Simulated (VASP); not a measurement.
Write the native input for VASP 6.6.1 that does the following.

```yaml
Task: single point
Functional: PBE
Dispersion: D3(BJ)
Potentials_or_basis: VASP PAW PBE potentials, release 64 (W_sv, C, H)
Cutoff: 520 eV
k_mesh: 5 × 5 × 1
Occupations: gaussian, width 0.15 eV
Spin: no spin polarisation
Dipole_correction: no
Further_INCAR_settings: LREAL = Auto; ALGO = Normal; EDIFF = 1e-06; NBANDS = 92
```

The structure of H3W8C9 lies in POSCAR:

```
H3W8C9
1.0
    5.7490600000      0.0000000000      0.0000000000
   -2.8745300000      4.9788320000      0.0000000000
    0.0000000000      0.0000000000     16.2248850000
W C H
8 9 3
Direct
    0.0000000000      0.0000000000      0.0616337000
   -0.0010707722     -0.0006970592      0.2348383141
    0.0000000000      0.5000000000      0.0616337000
   -0.0005241271      0.5028059124      0.2379877367
    0.5000000000      0.0000000000      0.0616337000
    0.5005248260      0.0041541269      0.2392927951
    0.5000000000      0.5000000000      0.0616337000
    0.4995158108      0.5017659384      0.2380328741
    0.3349493963      0.1663923162      0.1445509045
    0.3181804225      0.1658019680      0.3147201021
    0.3345099139      0.6687844235      0.1438216984
    0.3294292488      0.6664989440      0.3081789440
    0.8329241677      0.1671909360      0.1440654339
    0.8476028730      0.1697743342      0.3168981558
    0.8333127005      0.6648542315      0.1427887437
    0.8337279560      0.6774914889      0.3071272672
    0.6830132146      0.0752902019      0.3844026949
    0.2977088605      0.1773908177      0.3808981028
    0.6430921211     -0.1120977973      0.4141408539
    0.6256809875      0.2019486110      0.4185180280
```

One way to write it, as run:

INCAR

```
PREC = Accurate ; ENCUT = 520
EDIFF = 1E-6 ; ISMEAR = 0
SIGMA = 0.15 ; LREAL = Auto
LASPH = True ; NELM = 80
ALGO = Normal ; ISIF = 2
LWAVE = False ; LCHARG = True
GGA = PE ; IVDW = 12
LELF = True ; LVHAR = True
NBANDS = 92
```

KPOINTS

```
Automatic mesh
0
Gamma
  5 5 1
```

Potentials or basis: VASP PAW PBE potentials, release 64 (W_sv, C, H).

Launch:

```bash
$ cat potpaw_PBE.64/W_sv/POTCAR potpaw_PBE.64/C/POTCAR potpaw_PBE.64/H/POTCAR > POTCAR
$ mpirun -np 1 vasp_std > vasp.out
```

It gave:

* Largest force: 0.294 eV/Å
* Band gap on the k mesh: zero (an odd number of electrons rules out a gap without spin polarisation)
* Dispersion energy per atom: -0.256 eV

Caveat: there is no dipole correction, which matters where the two faces differ; spin-orbit coupling is left out, which moves the levels of the heavy elements.

It took 26 min on 1 thread of Intel(R) Xeon(R) Platinum 8259CL CPU @ 2.50GHz (Skylake/Cascade Lake), on a shared host, peak memory 0.8 GiB.
